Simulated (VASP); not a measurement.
# Si2Sn5 (F-43m) in VASP: single point with PBE

Aim: the single point of Si2Sn5 with PBE.

Program: VASP 6.6.1. These are calculated values, not measurements. Logs are shortened: lines on timing, memory, paths and dates and some standing lists are left out, and cuts for length are marked.

## 1. The cell of the first run

Symmetry: F-43m, No. 216, cubic system. The conventional cell has a = 11.633 Å, b = 11.633 Å, c = 11.633 Å, α = 90.00°, β = 90.00°, γ = 90.00°. Si (site symmetry -43m) has 4 Sn at 2.51 Å within 3.3 Å. Si (site symmetry -43m) has 4 Sn at 2.52 Å within 3.3 Å. Within 3.3 Å of Sn (site symmetry 3m) lie 2 Si at 2.51 to 2.52 Å.

The cell was built from a structure type or drawn by symmetry, and may not be a known phase.

## 2. Single point, PBE

File INCAR:

```
ALGO = Normal
EDIFF = 1E-6
ENCUT = 500
GGA = PE
GGA_COMPAT = F
ISIF = 2
ISMEAR = 0
LASPH = T
LCHARG = F
LREAL = F
LWAVE = F
NBANDS = 48
NELM = 120
PREC = Accurate
SIGMA = 0.2
```

File KPOINTS:

```
k-points
0
Gamma
  3 3 3
```

File POSCAR:

```
Si2Sn5
1.0
    0.0000000000      5.8163729504      5.8163729504
    5.8163729504      0.0000000000      5.8163729504
    5.8163729504      5.8163729504      0.0000000000
Si Sn
2 5
Direct
    0.2500000000      0.2500000000      0.2500000000
    0.5000000000      0.5000000000      0.5000000000
    0.0000000000      0.0000000000      0.0000000000
    0.3747772967      0.3747772967      0.3747772967
    0.3747772967      0.3747772967      0.8756681099
    0.3747772967      0.8756681099      0.3747772967
    0.8756681099      0.3747772967      0.3747772967
```

Potentials or basis: VASP PAW PBE potentials, release 64 (Si, Sn_d).

Command:

```bash
cat potpaw_PBE.64/Si/POTCAR potpaw_PBE.64/Sn_d/POTCAR > POTCAR
mpirun -np 1 vasp_std > vasp.out
```

OUTCAR:

```text
EDIFF = 1E-6
   ENCUT = 500
   GGA = PE
   ISIF = 2
   ISMEAR = 0
   LASPH = T
   LREAL = F
   NELM = 120
   PREC = Accurate

 ion  position               nearest neighbor table
   1  0.250  0.250  0.250-   5 2.51   6 2.51   7 2.51   4 2.51
   2  0.500  0.500  0.500-   4 2.52   5 2.52   6 2.52   7 2.52
   3  0.000  0.000  0.000-
   4  0.375  0.375  0.375-   1 2.51   2 2.52
   5  0.375  0.375  0.876-   1 2.51   2 2.52
   6  0.375  0.876  0.375-   1 2.51   2 2.52
   7  0.876  0.375  0.375-   1 2.51   2 2.52

  LATTYP: Found a face centered cubic cell.
 ALAT       =    11.6327459008

  Lattice vectors:

 A1 = (   0.0000000000,   5.8163729504,   5.8163729504)
 A2 = (   5.8163729504,   0.0000000000,   5.8163729504)
 A3 = (   5.8163729504,   5.8163729504,   0.0000000000)

Analysis of symmetry for initial positions (statically):
=====================================================================
 Subroutine PRICEL returns:
 Original cell was already a primitive cell.

 Routine SETGRP: Setting up the symmetry group for a
 face centered cubic supercell.

 Subroutine GETGRP returns: Found 24 space group operations
 (whereof 24 operations were pure point group operations)
 out of a pool of 48 trial point group operations.

The static configuration has the point symmetry T_d .

Analysis of symmetry for dynamics (positions and initial velocities):
=====================================================================
 Subroutine PRICEL returns:
 Original cell was already a primitive cell.

 Routine SETGRP: Setting up the symmetry group for a
 face centered cubic supercell.

 Subroutine GETGRP returns: Found 24 space group operations
 (whereof 24 operations were pure point group operations)
 out of a pool of 48 trial point group operations.

The dynamic configuration has the point symmetry T_d .

 Subroutine INISYM returns: Found 24 space group operations
 (whereof 24 operations are pure point group operations),
 and found     1 'primitive' translations

----------------------------------------------------------------------------------------

                                     Primitive cell

  volume of cell :     393.5381

  direct lattice vectors                    reciprocal lattice vectors
     0.000000000  5.816372950  5.816372950    -0.085964226  0.085964226  0.085964226
[... 77 lines left out ...]
   EDIFFG = 0.1E-04   stopping-criterion for IOM
   NSW    =      0    number of steps for IOM
   IBRION =     -1    ionic relax: 0-MD 1-quasi-New 2-CG
   NFREE  =      0    steps in history (QN), initial steepest desc. (CG)
   ISIF   =      2    stress and relaxation
   ISYM   =      2    0-nonsym 1-usesym 2-fastsym
   POTIM  = 0.5000    time-step for ionic-motion
   TEBEG  =    0.0;   TEEND  =   0.0 temperature during run
   PSTRESS=    0.0 pullay stress
   NELECT =      78.0000    total number of electrons
   NUPDOWN=      -1.0000    fix difference up-down
   EMIN   =  10.00;   EMAX   =-10.00  energy-range for DOS
   EFERMI =   0.00;   METHOD = LEGACY
   ISMEAR =     0;   SIGMA  =   0.20  broadening in eV -4-tet -1-fermi 0-gaus
   EFERMI_NEDOS =   21; number of points for ismear=-14 and -15
   IALGO  =     38    algorithm
   IMIX   =      4    mixing-type and parameters
     AMIX     =   0.40;   BMIX     =  1.00
     AMIX_MAG =   1.60;   BMIX_MAG =  1.00
  volume/ion in A,a.u.               =      56.22       379.39
  Fermi-wavevector in a.u.,A,eV,Ry     =   0.954503  1.803750 12.395950  0.911077
  Thomas-Fermi vector in A             =   2.083256
   LORBIT       =      0    0 simple, 1 ext, 2 COOP (PROOUT), +10 PAW based schemes
   GGA     = PE    functional components
   LHFCALC =     F    Hartree Fock is set to
   AEXX    =    0.0000 exact exchange contribution
   IVDW    =     0    specifies the selected vdW correction
   LEPSILON=     F    determine dielectric tensor
   LRPA    =     F    only Hartree local field effects (RPA)
 non-spin polarized calculation
 Gauss-broadening in eV      SIGMA  =   0.20
  energy-cutoff  :      500.00
  volume of cell :      393.54
 maximum number of plane-waves:     10009
   NGX = 29   NGY = 29   NGZ = 29

 number of electron      78.0000014 magnetization

 Free energy of the ion-electron system (eV)
  ---------------------------------------------------
  ext. energy  EPLUGINS =         0.00000000
  ---------------------------------------------------
  free energy    TOTEN  =       -21.21251584 eV

  energy without entropy =      -21.04617760  energy(sigma->0) =      -21.12934672

 E-fermi :   1.1502     XC(G=0):  -6.3835

 val. band max:        1.1288424044   @ k =  -0.3333   0.3333   0.0000
 cond. band min:       1.3494570636   @ k =  -0.3333   0.3333   0.0000
 fundamental gap:      0.2206146592
 Fermi energy:         1.1501516320

 k-point     1 :       0.0000    0.0000    0.0000
  band No.  band energies     occupation
      1     -21.1374      2.00000
      2     -21.1374      2.00000
      3     -21.1374      2.00000
      4     -21.1366      2.00000
      5     -21.1366      2.00000
      6     -20.4949      2.00000
[... 193 lines left out ...]
     47       3.5296      0.00000
     48       4.3169      0.00000

------------------------ aborting loop because EDIFF is reached ----------------------------------------

  FORCE on cell =-STRESS in cart. coord.  units (eV):
  Direction    XX          YY          ZZ          XY          YZ          ZX
  --------------------------------------------------------------------------------------
  -------------------------------------------------------------------------------------
  Total        0.6408127      0.6408127      0.6408127      0.0000000      0.0000000     -0.0000000
  in kB        2.6088851      2.6088851      2.6088851      0.0000000      0.0000000     -0.0000000
  external PRESSURE =       2.6088851 kB  Pullay stress =       0.0000000 kB

 VOLUME and BASIS-vectors are now :
 -----------------------------------------------------------------------------
  energy-cutoff  :      500.00
  volume of cell :      393.54
      direct lattice vectors                 reciprocal lattice vectors
     0.000000000  5.816372950  5.816372950    -0.085964226  0.085964226  0.085964226
     5.816372950  0.000000000  5.816372950     0.085964226 -0.085964226  0.085964226
     5.816372950  5.816372950  0.000000000     0.085964226  0.085964226 -0.085964226

 POSITION                                       TOTAL-FORCE (eV/Angst)
 -----------------------------------------------------------------------------------
      2.90819      2.90819      2.90819        -0.000000     -0.000000     -0.000000
      5.81637      5.81637      5.81637        -0.000000     -0.000000     -0.000000
      0.00000      0.00000      0.00000        -0.000000     -0.000000     -0.000000
      4.35969      4.35969      4.35969        -0.002121     -0.002121     -0.002121
      7.27306      7.27306      4.35969         0.002121      0.002121     -0.002121
      7.27306      4.35969      7.27306         0.002121     -0.002121      0.002121
      4.35969      7.27306      7.27306        -0.002121      0.002121      0.002121
 -----------------------------------------------------------------------------------
    total drift:                               -0.000000     -0.000000     -0.000000

  FREE ENERGIE OF THE ION-ELECTRON SYSTEM (eV)
  ---------------------------------------------------
  free  energy   TOTEN  =       -21.2125158411 eV

  energy  without entropy=      -21.0461775987  energy(sigma->0) =      -21.12934672
```

Wall time 3 min (1 thread of Intel Xeon 8259CL, shared host); peak memory 0.5 GiB.

Results:

* Free energy: -21.2125 eV
* Pressure: 0.3 GPa
* Largest force: 0.004 eV/Å
* Band gap on the k mesh: zero (bands 39 and 40 overlap by 0.20 eV)

Forces on the atoms (eV/Å):
```
Si   0.000  0.000  0.000
Si   0.000  0.000  0.000
Sn   0.000  0.000  0.000
Sn  -0.002 -0.002 -0.002
Sn   0.002  0.002 -0.002
Sn   0.002 -0.002  0.002
Sn  -0.002  0.002  0.002
```

Levels at points of the mesh, in eV from the Fermi level:
```
           k point  band 35  band 36  band 37  band 38  band 39  band 40  band 41  band 42  band 43  band 44
(0.00, 0.00, 0.00)    -1.66    -0.60    -0.60    -0.22    -0.22    -0.22     0.96     0.96     0.96     1.93
```

Caveat: semilocal functionals underestimate gaps, so a narrow gap can read as zero; spin-orbit coupling is left out, which moves the levels of the heavy elements.
